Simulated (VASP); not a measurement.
# Si2W (P-3m1) in VASP: relaxation of cell and atoms with PBE

Aim: the relaxation of cell and atoms of Si2W with PBE.

Everything below comes from runs of VASP 6.6.1. Logs are shortened: lines on timing, memory, paths and dates and some standing lists are left out, and cuts for length are marked.

### 1 The cell of the first run

The structure is trigonal, space group P-3m1 (No. 164). The conventional cell has a = 2.959 Å, b = 2.959 Å, c = 5.846 Å, α = 90.00°, β = 90.00°, γ = 120.00°. Si (site symmetry 3m) has 3 W at 2.58 Å and 9 Si at 2.61 to 2.96 Å within 3.4 Å. Within 3.4 Å of W (site symmetry -3m) lie 6 Si at 2.58 Å and 6 W at 2.96 Å.

### 2 Relaxation of cell and atoms, PBE

The input, INCAR:

```
ALGO = Normal
EDIFF = 1E-6
EDIFFG = -0.01
ENCUT = 600
GGA = PE
IBRION = 2
ISIF = 3
ISMEAR = 0
LASPH = T
LCHARG = F
LREAL = F
LWAVE = F
NELM = 80
NSW = 100
PREC = Accurate
SIGMA = 0.1
```

The input, KPOINTS:

```
k-points
0
Gamma
  18 18 8
```

The input, POSCAR:

```
Si2W
1.0
    2.9586419074      0.0000000000      0.0000000000
   -1.4793209537      2.5622590525      0.0000000000
    0.0000000000      0.0000000000      5.8464152038
Si W
2 1
Direct
    0.6666666667      0.3333333333      0.6692071602
    0.3333333333      0.6666666667      0.3307928398
    0.0000000000      0.0000000000      0.0000000000
```

Potentials or basis: VASP PAW PBE potentials, release 64 (Si, W_sv).

Command:

```sh
$ cat potpaw_PBE.64/Si/POTCAR potpaw_PBE.64/W_sv/POTCAR > POTCAR
$ mpirun -np 1 vasp_std > vasp.out
```

OUTCAR:

```text
EDIFF = 1E-6
   EDIFFG = -0.01
   ENCUT = 600
   GGA = PE
   IBRION = 2
   ISIF = 3
   ISMEAR = 0
   LASPH = T
   LREAL = F
   NELM = 80
   NSW = 100
   PREC = Accurate

 ion  position               nearest neighbor table
   1  0.667  0.333  0.669-   3 2.58   3 2.58   3 2.58   2 2.61   2 2.61   2 2.61
   2  0.333  0.667  0.331-   3 2.58   3 2.58   3 2.58   1 2.61   1 2.61   1 2.61
   3  0.000  0.000  0.000-   1 2.58   2 2.58   2 2.58   1 2.58   1 2.58   2 2.58

  LATTYP: Found a hexagonal cell.
 ALAT       =     2.9586419074
 C/A-ratio  =     1.9760469117

  Lattice vectors:

 A1 = (   2.9586419074,   0.0000000000,   0.0000000000)
 A2 = (  -1.4793209537,   2.5622590525,   0.0000000000)
 A3 = (   0.0000000000,   0.0000000000,   5.8464152038)

Analysis of symmetry for initial positions (statically):
=====================================================================
 Subroutine PRICEL returns:
 Original cell was already a primitive cell.

 Routine SETGRP: Setting up the symmetry group for a
 hexagonal supercell.

 Subroutine GETGRP returns: Found 12 space group operations
 (whereof 12 operations were pure point group operations)
 out of a pool of 24 trial point group operations.

The static configuration has the point symmetry D_3d.

Analysis of symmetry for dynamics (positions and initial velocities):
=====================================================================
 Subroutine PRICEL returns:
 Original cell was already a primitive cell.

 Routine SETGRP: Setting up the symmetry group for a
 hexagonal supercell.

 Subroutine GETGRP returns: Found 12 space group operations
 (whereof 12 operations were pure point group operations)
 out of a pool of 24 trial point group operations.

The dynamic configuration has the point symmetry D_3d.

 Subroutine INISYM returns: Found 12 space group operations
 (whereof 12 operations are pure point group operations),
 and found     1 'primitive' translations

----------------------------------------------------------------------------------------

                                     Primitive cell

  volume of cell :      44.3205

  direct lattice vectors                    reciprocal lattice vectors
     2.958641907  0.000000000  0.000000000     0.337992914  0.195140300  0.000000000
    -1.479320954  2.562259052  0.000000000     0.000000000  0.390280600  0.000000000
     0.000000000  0.000000000  5.846415204     0.000000000  0.000000000  0.171044985

  length of vectors
     2.958641907  2.958641907  5.846415204     0.390280600  0.390280600  0.171044985

  position of ions in fractional coordinates (direct lattice)
     0.666666667  0.333333333  0.669207160
     0.333333333  0.666666667  0.330792840
     0.000000000  0.000000000  0.000000000

  ion indices of the primitive-cell ions
   primitive index   ion index
                 1           1
                 2           2
                 3           3

----------------------------------------------------------------------------------------

 KPOINTS: k-points

Automatic generation of k-mesh.
 Grid dimensions read from file:
 generate k-points for:   18   18    8

 Generating k-lattice:

  Cartesian coordinates                     Fractional coordinates (reciprocal lattice)
     0.018777384  0.010841128  0.000000000     0.055555556  0.000000000  0.000000000
     0.000000000  0.021682256  0.000000000     0.000000000  0.055555556  0.000000000
     0.000000000  0.000000000  0.021380623     0.000000000  0.000000000  0.125000000

  Length of vectors
     0.021682256  0.021682256  0.021380623

  Shift w.r.t. Gamma in fractional coordinates (k-lattice)
     0.000000000  0.000000000  0.000000000

 Subroutine IBZKPT returns following result:
 ===========================================

 Found    266 irreducible k-points:

 Following reciprocal coordinates:
            Coordinates               Weight
  0.000000  0.000000  0.000000      1.000000
  0.055556 -0.000000  0.000000      6.000000
  0.111111 -0.000000  0.000000      6.000000
  0.166667  0.000000  0.000000      6.000000
  0.222222 -0.000000  0.000000      6.000000
  0.277778 -0.000000  0.000000      6.000000
[... 16 lines left out ...]
  0.333333  0.111111  0.000000     12.000000
  0.388889  0.111111  0.000000     12.000000
 [... further k-points ...]
   k-points           NKPTS =    266   k-points in BZ     NKDIM =    266   number of bands    NBANDS=     15
   number of dos      NEDOS =    301   number of ions     NIONS =      3
   total plane-waves  NPLWV =  27648
   dimension x,y,z NGX =    24 NGY =   24 NGZ =   48
   dimension x,y,z NGXF=    48 NGYF=   48 NGZF=   96
   ions per type =               2   1
   NGX,Y,Z   is equivalent  to a cutoff of  13.49, 13.49, 13.65 a.u.
   NGXF,Y,Z  is equivalent  to a cutoff of  26.97, 26.97, 27.30 a.u.
 SYSTEM =  unknown system
   PREC   = accura    normal or accurate (medium, high low for compatibility)
   ISTART =      0    job   : 0-new  1-cont  2-samecut
   ICHARG =      2    charge: 1-file 2-atom 10-const
   ISPIN  =      1    spin polarized calculation?
   LNONCOLLINEAR =      F non collinear calculations
   LSORBIT =      F    spin-orbit coupling
   LASPH  =      T    aspherical Exc in radial PAW
   ENCUT  =  600.0 eV  44.10 Ry    6.64 a.u.   5.91  5.91 11.68*2*pi/ulx,y,z
   NELM   =     80;   NELMIN=  2; NELMDL= -5     # of ELM steps
   EDIFF  = 0.1E-05   stopping-criterion for ELM
   LREAL  =      F    real-space projection
   EDIFFG = -.1E-01   stopping-criterion for IOM
   NSW    =    100    number of steps for IOM
   IBRION =      2    ionic relax: 0-MD 1-quasi-New 2-CG
   NFREE  =      1    steps in history (QN), initial steepest desc. (CG)
   ISIF   =      3    stress and relaxation
   ISYM   =      2    0-nonsym 1-usesym 2-fastsym
   POTIM  = 0.5000    time-step for ionic-motion
   TEBEG  =    0.0;   TEEND  =   0.0 temperature during run
   PSTRESS=    0.0 pullay stress
   NELECT =      22.0000    total number of electrons
   NUPDOWN=      -1.0000    fix difference up-down
   EMIN   =  10.00;   EMAX   =-10.00  energy-range for DOS
   EFERMI =   0.00;   METHOD = LEGACY
   ISMEAR =     0;   SIGMA  =   0.10  broadening in eV -4-tet -1-fermi 0-gaus
   EFERMI_NEDOS =   21; number of points for ismear=-14 and -15
   IALGO  =     38    algorithm
   IMIX   =      4    mixing-type and parameters
     AMIX     =   0.40;   BMIX     =  1.00
     AMIX_MAG =   1.60;   BMIX_MAG =  1.00
  volume/ion in A,a.u.               =      14.77        99.70
  Fermi-wavevector in a.u.,A,eV,Ry     =   1.296226  2.449512 22.860530  1.680202
  Thomas-Fermi vector in A             =   2.427696
   LORBIT       =      0    0 simple, 1 ext, 2 COOP (PROOUT), +10 PAW based schemes
   GGA     = PE    functional components
   LHFCALC =     F    Hartree Fock is set to
   AEXX    =    0.0000 exact exchange contribution
   IVDW    =     0    specifies the selected vdW correction
   LEPSILON=     F    determine dielectric tensor
   LRPA    =     F    only Hartree local field effects (RPA)
 conjugate gradient relaxation of ions
 non-spin polarized calculation
 Gauss-broadening in eV      SIGMA  =   0.10
  energy-cutoff  :      600.00
  volume of cell :       44.32
 maximum number of plane-waves:      1506
   NGX = 11   NGY = 11   NGZ = 23

--------------------------------------- Ionic step        1  -------------------------------------------

 number of electron      22.0000003 magnetization

 Free energy of the ion-electron system (eV)
  ---------------------------------------------------
  ext. energy  EPLUGINS =         0.00000000
  ---------------------------------------------------
  free energy    TOTEN  =       -23.47650888 eV

  energy without entropy =      -23.46915528  energy(sigma->0) =      -23.47283208

------------------------ aborting loop because EDIFF is reached ----------------------------------------

  FORCE on cell =-STRESS in cart. coord.  units (eV):
  Direction    XX          YY          ZZ          XY          YZ          ZX
  --------------------------------------------------------------------------------------
  -------------------------------------------------------------------------------------
  Total       -0.1759393     -0.1759393      0.0015423      0.0000000      0.0000000      0.0000000
  in kB       -6.3601630     -6.3601630      0.0557547      0.0000000      0.0000000      0.0000000
  external PRESSURE =      -4.2215238 kB  Pullay stress =       0.0000000 kB

 VOLUME and BASIS-vectors are now :
 -----------------------------------------------------------------------------
  energy-cutoff  :      600.00
  volume of cell :       44.32
      direct lattice vectors                 reciprocal lattice vectors
     2.958641907  0.000000000  0.000000000     0.337992914  0.195140300  0.000000000
    -1.479320954  2.562259052  0.000000000     0.000000000  0.390280600  0.000000000
     0.000000000  0.000000000  5.846415204     0.000000000  0.000000000  0.171044985
[... 112 lines left out ...]
 POSITION                                       TOTAL-FORCE (eV/Angst)
 -----------------------------------------------------------------------------------
      1.47641      0.85241      3.92014        -0.000000      0.000000      0.005296
     -0.00000      1.70481      1.93546        -0.000000     -0.000000     -0.005296
      2.95283      0.00000      0.00000         0.000000     -0.000000      0.000000
 -----------------------------------------------------------------------------------
    total drift:                                0.000000      0.000000     -0.000000

  FREE ENERGIE OF THE ION-ELECTRON SYSTEM (eV)
  ---------------------------------------------------
  free  energy   TOTEN  =       -23.4768711027 eV

  energy  without entropy=      -23.4695282947  energy(sigma->0) =      -23.47319970

--------------------------------------- Ionic step        5  -------------------------------------------

 number of electron      22.0000003 magnetization

 Free energy of the ion-electron system (eV)
  ---------------------------------------------------
  ext. energy  EPLUGINS =         0.00000000
  ---------------------------------------------------
  free energy    TOTEN  =       -23.47688525 eV

  energy without entropy =      -23.46954953  energy(sigma->0) =      -23.47321739

 E-fermi :  10.3164     XC(G=0): -12.0870

 val. band max:       10.3141447317   @ k =   0.2778   0.1667   0.2500
 cond. band min:      10.3175784463   @ k =   0.0000   0.2778   0.3750
 fundamental gap:      0.0034337146
 Fermi energy:        10.3164133524

 k-point     1 :       0.0000    0.0000    0.0000
  band No.  band energies     occupation
      1     -63.2967      2.00000
      2     -27.6180      2.00000
      3     -27.2352      2.00000
      4     -27.2352      2.00000
      5      -2.8028      2.00000
      6       1.9079      2.00000
      7       2.8036      2.00000
      8       8.2428      2.00000
      9       9.5606      2.00000
     10       9.5606      2.00000
     11      11.8148      0.00000
     12      11.8148      0.00000
     13      14.6630      0.00000
     14      17.0363      0.00000
     15      17.0363      0.00000
[... 397 lines left out ...]
 k-point    24 :       0.3889    0.1111    0.0000
  band No.  band energies     occupation
      1     -63.2509      2.00000
      2     -27.8442      2.00000
      3     -27.5101      2.00000
      4     -27.4336      2.00000
      5       1.7213      2.00000
      6       3.4027      2.00000
      7       4.4078      2.00000
      8       6.4875      2.00000
      9       7.3723      2.00000
     10       8.7416      2.00000
     11       9.6811      2.00000
     12       9.9300      2.00000
     13      11.9365      0.00000
     14      13.9621      0.00000
     15      14.4580      0.00000

 [... further k-points ...]
[... 5 lines left out ...]
  --------------------------------------------------------------------------------------
  -------------------------------------------------------------------------------------
  Total        0.0039428      0.0039428     -0.0012948      0.0000000     -0.0000000      0.0000000
  in kB        0.1429089      0.1429089     -0.0469314      0.0000000     -0.0000000      0.0000000
  external PRESSURE =       0.0796288 kB  Pullay stress =       0.0000000 kB

 VOLUME and BASIS-vectors are now :
 -----------------------------------------------------------------------------
  energy-cutoff  :      600.00
  volume of cell :       44.20
      direct lattice vectors                 reciprocal lattice vectors
     2.953187436  0.000000000  0.000000000     0.338617179  0.195500720 -0.000000000
    -1.476593718  2.557535342 -0.000000000     0.000000000  0.391001439 -0.000000000
     0.000000000  0.000000000  5.852526213     0.000000000  0.000000000  0.170866385

 POSITION                                       TOTAL-FORCE (eV/Angst)
 -----------------------------------------------------------------------------------
      1.47659      0.85251      3.91791        -0.000000      0.000000      0.005398
     -0.00000      1.70502      1.93462         0.000000     -0.000000     -0.005398
      0.00000      0.00000      0.00000         0.000000     -0.000000      0.000000
 -----------------------------------------------------------------------------------
    total drift:                                0.000000     -0.000000     -0.000000

  FREE ENERGIE OF THE ION-ELECTRON SYSTEM (eV)
  ---------------------------------------------------
  free  energy   TOTEN  =       -23.4768852463 eV

  energy  without entropy=      -23.4695495341  energy(sigma->0) =      -23.47321739

 reached required accuracy - stopping structural energy minimisation
```

It took 3.4 min on 1 thread of Intel Xeon Platinum 8488C (Sapphire Rapids), shared host; peak memory 0.35 GiB.

Results:

```
Free energy                            : -23.4769 eV
Relaxed volume                         : 14.73 Å³/atom
Relaxed cell                           : a = 2.953 Å, b = 2.953 Å, c = 5.853 Å, α = 90.00°, β = 90.00°, γ = 120.00°
Space group after relaxing (to 0.05 Å) : P-3m1 (No. 164)
Energy gained by relaxing              : 0.1 meV/atom
Ionic steps                            : 5
Pressure after relaxing                : 0.0 GPa
Largest force after relaxing           : 0.005 eV/Å
Band gap on the k mesh                 : zero (band 11 reaches 11.81 eV, above the bottom of band 12 at 8.64 eV)
```

Forces in eV/Å, atoms in the order of the input:
```
Si   0.000  0.000  0.005
Si   0.000  0.000 -0.005
W    0.000  0.000  0.000
```

Step by step:
```csv
step,energy change (eV),largest force (eV/Å),pressure (GPa),volume (Å³)
1,0.0000,0.0368,-0.42,44.32
2,-0.0001,0.0204,0.62,44.07
3,-0.0003,0.0046,0.15,44.18
4,-0.0004,0.0053,-0.06,44.22
5,-0.0004,0.0054,0.01,44.20
```

Final structure:
```yaml
crystal:
  lattice:
    - [2.95319, 0.00000, 0.00000]
    - [-1.47659, 2.55754, 0.00000]
    - [0.00000, 0.00000, 5.85253]
  atoms:
    - { symbol: Si, position: [0.66667, 0.33333, 0.66944] }
    - { symbol: Si, position: [0.33333, 0.66667, 0.33056] }
    - { symbol: W, position: [0.00000, 0.00000, 0.00000] }
```

Caveat: spin-orbit coupling is left out, which moves the levels of the heavy elements.
